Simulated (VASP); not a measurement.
# Na2Sb5 (F-43m) in VASP: further runs

The runs below take Na2Sb5 through single point, relaxation of cell and atoms, with PBE.

Program: VASP 6.6.1. These are calculated values, not measurements. Logs are shortened: lines on timing, memory, paths and dates and some standing lists are left out, and cuts for length are marked.

### 1 The cell of the first run

It takes space group F-43m (No. 216, cubic). The conventional cell has a = 11.045 Å, b = 11.045 Å, c = 11.045 Å, α = 90.00°, β = 90.00°, γ = 90.00°. Within 3.9 Å of Sb (site symmetry -43m) lie 4 Sb at 2.93 Å. Within 3.9 Å of Sb (site symmetry 3m) lie 4 Sb at 2.93 to 3.02 Å.

### 2 Single point, PBE

The input, INCAR:

```
PREC = Accurate
ENCUT = 520
EDIFF = 1E-7
ISMEAR = 0
SIGMA = 0.1
LREAL = False
LASPH = True
NELM = 100
ALGO = Normal
ISIF = 2
LWAVE = False
LCHARG = False
GGA = PE
NBANDS = 28
```

The input, KPOINTS:

```
Automatic mesh
0
Gamma
  6 6 6
```

The input, POSCAR:

```
Na2Sb5
1.0
    0.0000000000      5.5225859444      5.5225859444
    5.5225859444      0.0000000000      5.5225859444
    5.5225859444      5.5225859444      0.0000000000
Na Sb
2 5
Direct
    0.5000000000      0.5000000000      0.5000000000
    0.7500000000      0.7500000000      0.7500000000
    0.0000000000      0.0000000000      0.0000000000
    0.1531846451      0.5404460646      0.1531846451
    0.1531846451      0.1531846451      0.1531846451
    0.5404460646      0.1531846451      0.1531846451
    0.1531846451      0.1531846451      0.5404460646
```

Potentials or basis: VASP PAW PBE potentials, release 64 (Na_pv, Sb).

Run with:

```bash
$ cat potpaw_PBE.64/Na_pv/POTCAR potpaw_PBE.64/Sb/POTCAR > POTCAR
$ mpirun -np 1 vasp_std > vasp.out
```

OUTCAR:

```text
PREC = Accurate
   ENCUT = 520
   EDIFF = 1E-7
   ISMEAR = 0
   LREAL = False
   LASPH = True
   NELM = 100
   ISIF = 2
   GGA = PE

 ion  position               nearest neighbor table
   1  0.500  0.500  0.500-
   2  0.750  0.750  0.750-
   3  0.000  0.000  0.000-   5 2.93   4 2.93   6 2.93   7 2.93
   4  0.153  0.540  0.153-   3 2.93   5 3.02   6 3.02   7 3.02
   5  0.153  0.153  0.153-   3 2.93   4 3.02   6 3.02   7 3.02
   6  0.540  0.153  0.153-   3 2.93   4 3.02   5 3.02   7 3.02
   7  0.153  0.153  0.540-   3 2.93   4 3.02   5 3.02   6 3.02

  LATTYP: Found a face centered cubic cell.
 ALAT       =    11.0451718888

  Lattice vectors:

 A1 = (   0.0000000000,   5.5225859444,   5.5225859444)
 A2 = (   5.5225859444,   0.0000000000,   5.5225859444)
 A3 = (   5.5225859444,   5.5225859444,   0.0000000000)

Analysis of symmetry for initial positions (statically):
=====================================================================
 Subroutine PRICEL returns:
 Original cell was already a primitive cell.

 Routine SETGRP: Setting up the symmetry group for a
 face centered cubic supercell.

 Subroutine GETGRP returns: Found 24 space group operations
 (whereof 24 operations were pure point group operations)
 out of a pool of 48 trial point group operations.

The static configuration has the point symmetry T_d .

Analysis of symmetry for dynamics (positions and initial velocities):
=====================================================================
 Subroutine PRICEL returns:
 Original cell was already a primitive cell.

 Routine SETGRP: Setting up the symmetry group for a
 face centered cubic supercell.

 Subroutine GETGRP returns: Found 24 space group operations
 (whereof 24 operations were pure point group operations)
 out of a pool of 48 trial point group operations.

The dynamic configuration has the point symmetry T_d .

 Subroutine INISYM returns: Found 24 space group operations
 (whereof 24 operations are pure point group operations),
 and found     1 'primitive' translations

----------------------------------------------------------------------------------------

                                     Primitive cell

  volume of cell :     336.8662

  direct lattice vectors                    reciprocal lattice vectors
     0.000000000  5.522585944  5.522585944    -0.090537296  0.090537296  0.090537296
     5.522585944  0.000000000  5.522585944     0.090537296 -0.090537296  0.090537296
     5.522585944  5.522585944  0.000000000     0.090537296  0.090537296 -0.090537296

  length of vectors
     7.810115942  7.810115942  7.810115942     0.156815197  0.156815197  0.156815197

  position of ions in fractional coordinates (direct lattice)
     0.500000000  0.500000000  0.500000000
     0.750000000  0.750000000  0.750000000
     0.000000000  0.000000000  0.000000000
     0.153184645  0.540446065  0.153184645
     0.153184645  0.153184645  0.153184645
     0.540446065  0.153184645  0.153184645
     0.153184645  0.153184645  0.540446065

  ion indices of the primitive-cell ions
   primitive index   ion index
                 1           1
                 2           2
                 3           3
                 4           4
                 5           5
                 6           6
                 7           7

----------------------------------------------------------------------------------------

 KPOINTS: Automatic mesh

Automatic generation of k-mesh.
 Grid dimensions read from file:
 generate k-points for:    6    6    6

 Generating k-lattice:

  Cartesian coordinates                     Fractional coordinates (reciprocal lattice)
    -0.015089549  0.015089549  0.015089549     0.166666667  0.000000000  0.000000000
     0.015089549 -0.015089549  0.015089549     0.000000000  0.166666667  0.000000000
     0.015089549  0.015089549 -0.015089549     0.000000000  0.000000000  0.166666667

  Length of vectors
     0.026135866  0.026135866  0.026135866

  Shift w.r.t. Gamma in fractional coordinates (k-lattice)
     0.000000000  0.000000000  0.000000000

 Subroutine IBZKPT returns following result:
 ===========================================

 Found     16 irreducible k-points:

 Following reciprocal coordinates:
            Coordinates               Weight
  0.000000  0.000000  0.000000      1.000000
  0.166667  0.000000  0.000000      8.000000
  0.333333  0.000000  0.000000      8.000000
  0.500000  0.000000  0.000000      4.000000
  0.166667  0.166667  0.000000      6.000000
  0.333333  0.166667  0.000000     24.000000
[... 8 lines left out ...]
 -0.333333  0.333333  0.166667     24.000000
 -0.333333  0.500000  0.166667     12.000000
   k-points           NKPTS =     16   k-points in BZ     NKDIM =     16   number of bands    NBANDS=     28
   number of dos      NEDOS =    301   number of ions     NIONS =      7
   total plane-waves  NPLWV = 216000
   dimension x,y,z NGX =    60 NGY =   60 NGZ =   60
[... 68 lines left out ...]
 Fermi energy:         2.3236335180

 k-point     1 :       0.0000    0.0000    0.0000
  band No.  band energies     occupation
      1     -23.9685      2.00000
      2     -23.9684      2.00000
      3     -23.9684      2.00000
      4     -23.8133      2.00000
      5     -23.8133      2.00000
      6     -23.8133      2.00000
[... 20 lines left out ...]
     27       4.1852      0.00000
     28       4.4093      0.00000

 k-point     2 :       0.1667    0.0000    0.0000
  band No.  band energies     occupation
      1     -23.9685      2.00000
      2     -23.9684      2.00000
      3     -23.9684      2.00000
      4     -23.8133      2.00000
      5     -23.8133      2.00000
      6     -23.8133      2.00000
[... 20 lines left out ...]
     27       4.3723      0.00000
     28       5.0171      0.00000

 k-point     3 :       0.3333    0.0000    0.0000
  band No.  band energies     occupation
      1     -23.9685      2.00000
      2     -23.9684      2.00000
      3     -23.9684      2.00000
      4     -23.8133      2.00000
      5     -23.8133      2.00000
      6     -23.8133      2.00000
[... 20 lines left out ...]
     27       4.7797      0.00000
     28       5.5758      0.00000

 k-point     4 :       0.5000    0.0000    0.0000
  band No.  band energies     occupation
      1     -23.9685      2.00000
      2     -23.9684      2.00000
      3     -23.9684      2.00000
      4     -23.8133      2.00000
      5     -23.8133      2.00000
      6     -23.8133      2.00000
[... 20 lines left out ...]
     27       5.0465      0.00000
     28       5.0465      0.00000

 k-point     5 :       0.1667    0.1667    0.0000
  band No.  band energies     occupation
      1     -23.9685      2.00000
      2     -23.9684      2.00000
      3     -23.9684      2.00000
      4     -23.8133      2.00000
      5     -23.8133      2.00000
      6     -23.8133      2.00000
[... 20 lines left out ...]
     27       4.3247      0.00000
     28       4.8850      0.00000

 k-point     6 :       0.3333    0.1667    0.0000
  band No.  band energies     occupation
      1     -23.9685      2.00000
      2     -23.9684      2.00000
      3     -23.9684      2.00000
      4     -23.8133      2.00000
      5     -23.8133      2.00000
      6     -23.8133      2.00000
[... 215 lines left out ...]
      5     -23.8133      2.00000
      6     -23.8133      2.00000
[... 20 lines left out ...]
     27       5.1121      0.00000
     28       5.1156      0.00000

 k-point    14 :       0.5000    0.3333    0.1667
  band No.  band energies     occupation
      1     -23.9685      2.00000
      2     -23.9684      2.00000
      3     -23.9684      2.00000
      4     -23.8133      2.00000
      5     -23.8133      2.00000
      6     -23.8133      2.00000
[... 20 lines left out ...]
     27       5.0538      0.00000
     28       5.5641      0.00000

 k-point    15 :      -0.3333    0.3333    0.1667
  band No.  band energies     occupation
      1     -23.9685      2.00000
      2     -23.9684      2.00000
      3     -23.9684      2.00000
      4     -23.8133      2.00000
      5     -23.8133      2.00000
      6     -23.8133      2.00000
[... 20 lines left out ...]
     27       5.4396      0.00000
     28       5.6609      0.00000

 k-point    16 :      -0.3333    0.5000    0.1667
  band No.  band energies     occupation
      1     -23.9685      2.00000
      2     -23.9684      2.00000
      3     -23.9684      2.00000
      4     -23.8133      2.00000
      5     -23.8133      2.00000
      6     -23.8133      2.00000
[... 20 lines left out ...]
     27       5.4252      0.00000
     28       5.7941      0.00000

------------------------ aborting loop because EDIFF is reached ----------------------------------------

  FORCE on cell =-STRESS in cart. coord.  units (eV):
  Direction    XX          YY          ZZ          XY          YZ          ZX
  --------------------------------------------------------------------------------------
  -------------------------------------------------------------------------------------
  Total        0.0167668      0.0167668      0.0167668      0.0000000     -0.0000000      0.0000000
  in kB        0.0797450      0.0797450      0.0797450      0.0000000     -0.0000000      0.0000000
  external PRESSURE =       0.0797450 kB  Pullay stress =       0.0000000 kB

 VOLUME and BASIS-vectors are now :
 -----------------------------------------------------------------------------
  energy-cutoff  :      520.00
  volume of cell :      336.87
      direct lattice vectors                 reciprocal lattice vectors
     0.000000000  5.522585944  5.522585944    -0.090537296  0.090537296  0.090537296
     5.522585944  0.000000000  5.522585944     0.090537296 -0.090537296  0.090537296
     5.522585944  5.522585944  0.000000000     0.090537296  0.090537296 -0.090537296

 POSITION                                       TOTAL-FORCE (eV/Angst)
 -----------------------------------------------------------------------------------
      5.52259      5.52259      5.52259         0.000000     -0.000000     -0.000000
      8.28388      8.28388      8.28388        -0.000000     -0.000000     -0.000000
      0.00000      0.00000      0.00000        -0.000000     -0.000000     -0.000000
      3.83064      1.69195      3.83064         0.004262     -0.004262      0.004262
      1.69195      1.69195      1.69195        -0.004262     -0.004262     -0.004262
      1.69195      3.83064      3.83064        -0.004262      0.004262      0.004262
      3.83064      3.83064      1.69195         0.004262      0.004262     -0.004262
 -----------------------------------------------------------------------------------
    total drift:                                0.000000      0.000000      0.000000

  FREE ENERGIE OF THE ION-ELECTRON SYSTEM (eV)
  ---------------------------------------------------
  free  energy   TOTEN  =       -21.2948838273 eV

  energy  without entropy=      -21.2730947981  energy(sigma->0) =      -21.28398931
```

It took 2.3 min on 1 thread of Intel Xeon Platinum 8488C (Sapphire Rapids), shared host; peak memory 0.55 GiB.

Results:

```yaml
Free_energy: -21.2949 eV
Pressure: 0.0 GPa
Largest_force: 0.007 eV/Å
```

Forces in eV/Å, atoms in the order of the input:
```
Na   0.000  0.000  0.000
Na   0.000  0.000  0.000
Sb   0.000  0.000  0.000
Sb   0.004 -0.004  0.004
Sb  -0.004 -0.004 -0.004
Sb  -0.004  0.004  0.004
Sb   0.004  0.004 -0.004
```

Caveat: spin-orbit coupling is left out, which moves the levels of the heavy elements.

### 3 Relaxation of cell and atoms, PBE

The input, INCAR:

```
SYSTEM = Na2Sb5
  PREC = Accurate
  ENCUT = 600
  EDIFF = 1E-6
  ISMEAR = 0
  SIGMA = 0.1
  LREAL = .False.
  LASPH = .True.
  NELM = 100
  ALGO = Normal
  ISIF = 3
  LWAVE = .False.
  LCHARG = .False.
  GGA = PE
  IBRION = 2
  NSW = 100
  EDIFFG = -0.01
```

The input, KPOINTS:

```
regular mesh
0
Gamma
  6 6 6
  0 0 0
```

The input, POSCAR:

```
Na2Sb5
1.0
    0.0000000000      5.5249904390      5.5249904390
    5.5249904390      0.0000000000      5.5249904390
    5.5249904390      5.5249904390      0.0000000000
Na Sb
2 5
Direct
    0.5000000000      0.5000000000      0.5000000000
    0.7500000000      0.7500000000      0.7500000000
    0.0000000000      0.0000000000      0.0000000000
    0.1530575627      0.5408273119      0.1530575627
    0.1530575627      0.1530575627      0.1530575627
    0.5408273119      0.1530575627      0.1530575627
    0.1530575627      0.1530575627      0.5408273119
```

Potentials or basis: VASP PAW PBE potentials, release 64 (Na_pv, Sb).

Run with:

```bash
$ cat potpaw_PBE.64/Na_pv/POTCAR potpaw_PBE.64/Sb/POTCAR > POTCAR
$ mpirun -np 1 vasp_std > vasp.out
```

Run time: 3.3 min. Hardware: 1 thread of Intel Xeon Platinum 8488C (Sapphire Rapids), shared host; peak memory 0.64 GiB.

It converged, with:

```
Free energy                            : -21.2950 eV
Relaxed volume                         : 48.10 Å³/atom
Relaxed cell                           : a = 7.809 Å, b = 7.809 Å, c = 7.809 Å, α = 60.00°, β = 60.00°, γ = 60.00°
Space group after relaxing (to 0.05 Å) : F-43m (No. 216)
Energy gained by relaxing              : 0.0 meV/atom
Ionic steps                            : 2
Pressure after relaxing                : 0.0 GPa
```

Forces in eV/Å, atoms in the order of the input:
```
Na   0.000  0.000  0.000
Na   0.000  0.000  0.000
Sb   0.000  0.000  0.000
Sb  -0.001  0.001 -0.001
Sb   0.001  0.001  0.001
Sb   0.001 -0.001 -0.001
Sb  -0.001 -0.001  0.001
```

The path:
| step | energy change (eV) | largest force (eV/Å) | pressure (GPa) | volume (Å³) |
| --- | --- | --- | --- | --- |
| 1 | 0.0000 | 0.0312 | -0.04 | 337.31 |
| 2 | -0.0002 | 0.0025 | 0.01 | 336.69 |

Final structure:
```
CELL_PARAMETERS angstrom
0.00000 5.52160 5.52160
5.52160 0.00000 5.52160
5.52160 5.52160 0.00000
ATOMIC_POSITIONS crystal
Na 0.50000 0.50000 0.50000
Na 0.75000 0.75000 0.75000
Sb 0.00000 0.00000 0.00000
Sb 0.15314 0.54059 0.15314
Sb 0.15314 0.15314 0.15314
Sb 0.54059 0.15314 0.15314
Sb 0.15314 0.15314 0.54059
```

Levels at points of the mesh, in eV from the Fermi level:
```
           k point  band 16  band 17  band 18  band 19  band 20  band 21  band 22  band 23
(0.00, 0.00, 0.00)    -1.91    -1.91     0.15     0.38     0.38     0.38     1.48     1.48
(0.50, 0.00, 0.00)    -1.78    -1.78    -0.79    -0.79    -0.18     0.72     1.16     1.16
(0.50, 0.50, 0.00)    -2.19    -1.52    -1.46    -1.46     0.34     0.75     1.09     1.34
```

Caveat: spin-orbit coupling is left out, which moves the levels of the heavy elements.

### 4 Single point, PBE

This run uses another cell than the first one, of 17.53 Å³/atom, 0.364 times its volume.

The input, INCAR:

```
SYSTEM = Na2Sb5
  PREC = Accurate
  ENCUT = 520
  EDIFF = 1E-7
  ISMEAR = 0
  SIGMA = 0.1
  LREAL = .FALSE.
  LASPH = .TRUE.
  NELM = 100
  ALGO = Normal
  ISIF = 2
  LWAVE = .FALSE.
  LCHARG = .FALSE.
  GGA = PE
  NBANDS = 28
```

The input, KPOINTS:

```
regular mesh
0
G
  4 4 4
  0 0 0
```

The input, POSCAR:

```
Na2Sb5
1.0
    0.0000000000      3.9439506800      3.9439506800
    3.9439506800      0.0000000000      3.9439506800
    3.9439506800      3.9439506800      0.0000000000
Na Sb
2 5
Direct
    0.5000000000      0.5000000000      0.5000000000
    0.2500000000      0.2500000000      0.2500000000
    0.0000000000      0.0000000000      0.0000000000
    0.8613178200      0.8613178200      0.8613178200
    0.8613178200      0.8613178200      0.4160465300
    0.8613178200      0.4160465300      0.8613178200
    0.4160465300      0.8613178200      0.8613178200
```

Run with:

```bash
$ cat potpaw_PBE.64/Na_pv/POTCAR potpaw_PBE.64/Sb/POTCAR > POTCAR
$ mpirun -np 1 vasp_std > vasp.out
```

Wall time 31 s (1 thread of Intel Xeon Platinum 8488C (Sapphire Rapids), shared host); peak memory 0.25 GiB.

Results (log left out):

| Quantity | Value |
| --- | --- |
| Free energy | 33.8521 eV |
| Pressure | 182.9 GPa |
| Largest force | 26.098 eV/Å |

Forces in eV/Å, atoms in the order of the input:
```
Na    0.000   0.000   0.000
Na    0.000   0.000   0.000
Sb    0.000   0.000   0.000
Sb  -15.068 -15.068 -15.068
Sb   15.068  15.068 -15.068
Sb   15.068 -15.068  15.068
Sb  -15.068  15.068  15.068
```

Levels at points of the mesh, in eV from the Fermi level:
```
           k point  band 16  band 17  band 18  band 19  band 20  band 21  band 22  band 23  band 24  band 25
(0.00, 0.00, 0.00)    -5.52    -2.66    -0.12    -0.12    -0.12     2.59     2.59     2.59     2.60     2.60
(0.50, 0.00, 0.00)    -4.04    -2.65    -2.65    -2.42    -1.31     1.22     2.72     2.83     2.83     2.91
(0.50, 0.50, 0.00)    -3.40    -2.61    -2.45    -2.45    -2.41     1.56     2.19     2.71     2.71     2.98
```

Caveat: spin-orbit coupling is left out, which moves the levels of the heavy elements; forces of over 1 eV/Å act on the atoms, so gaps and moduli don't describe the material at rest.

### 5 Single point, PBE

The input, INCAR:

```
SYSTEM = Na2Sb5
  PREC = Accurate
  ENCUT = 520
  EDIFF = 1E-6
  ISMEAR = 0
  SIGMA = 0.1
  LREAL = .False.
  LASPH = .True.
  NELM = 100
  ALGO = Normal
  ISIF = 2
  LWAVE = .False.
  LCHARG = .False.
  GGA = PE
  NBANDS = 28
```

The input, KPOINTS:

```
regular mesh
0
Gamma
  4 4 4
  0 0 0
```

The input, POSCAR:

```
Na2Sb5
1.0
    0.0000000000      5.5249904390      5.5249904390
    5.5249904390      0.0000000000      5.5249904390
    5.5249904390      5.5249904390      0.0000000000
Na Sb
2 5
Direct
    0.5000000000      0.5000000000      0.5000000000
    0.2500000000      0.2500000000      0.2500000000
    0.0000000000      0.0000000000      0.0000000000
    0.8469424373      0.8469424373      0.8469424373
    0.8469424373      0.8469424373      0.4591726881
    0.8469424373      0.4591726881      0.8469424373
    0.4591726881      0.8469424373      0.8469424373
```

Run with:

```bash
$ cat potpaw_PBE.64/Na_pv/POTCAR potpaw_PBE.64/Sb/POTCAR > POTCAR
$ mpirun -np 1 vasp_std > vasp.out
```

It took 64 s on 1 thread of Intel Xeon Platinum 8488C (Sapphire Rapids), shared host; peak memory 0.49 GiB.

The run converged. Its results:

```
Free energy   : -21.2856 eV
Pressure      : 0.1 GPa
Largest force : 0.019 eV/Å
```

Forces on the atoms (eV/Å):
```
Na   0.000  0.000  0.000
Na   0.000  0.000  0.000
Sb   0.000  0.000  0.000
Sb  -0.011 -0.011 -0.011
Sb   0.011  0.011 -0.011
Sb   0.011 -0.011  0.011
Sb  -0.011  0.011  0.011
```

Levels at points of the mesh, in eV from the Fermi level:
```tsv
k point	band 15	band 16	band 17	band 18	band 19	band 20	band 21	band 22	band 23	band 24
(0.00, 0.00, 0.00)	-2.00	-1.95	-1.95	0.07	0.33	0.33	0.33	1.42	1.42	1.42
(0.50, 0.00, 0.00)	-2.44	-1.83	-1.83	-0.84	-0.84	-0.23	0.66	1.10	1.10	1.14
(0.50, 0.50, 0.00)	-2.40	-2.24	-1.57	-1.51	-1.51	0.29	0.69	1.02	1.28	1.28
```

Caveat: spin-orbit coupling is left out, which moves the levels of the heavy elements.

### 6 Overview

| task | cell | k mesh | cutoff (eV) | gap on the mesh (eV) | pressure (GPa) | largest force (eV/Å) |
| --- | --- | --- | --- | --- | --- | --- |
| single point | a = 7.810 Å, angles 60.0°, 7 atoms | 6 × 6 × 6 | 520 | none | 0.0 | 0.01 |
| relaxation of cell and atoms | relaxed from a = 7.814 Å, angles 60.0°, 7 atoms | 6 × 6 × 6 | 600 | none | 0.0 | - |
| single point | a = 5.578 Å, angles 60.0°, 7 atoms | 4 × 4 × 4 | 520 | none | 182.9 | 26.10 |
| single point | a = 7.814 Å, angles 60.0°, 7 atoms | 4 × 4 × 4 | 520 | none | 0.1 | 0.02 |

Alike in all rows: level PBE; potentials or basis VASP PAW PBE potentials, release 64 (Na_pv, Sb); no spin polarisation; smearing gaussian 0.1 eV.

Caveats: spin-orbit coupling is left out, which moves the levels of the heavy elements; forces of over 1 eV/Å act on the atoms, so gaps and moduli don't describe the material at rest (some runs).

Total energies depend on the potentials used, so only differences within one code and one set of settings carry meaning.
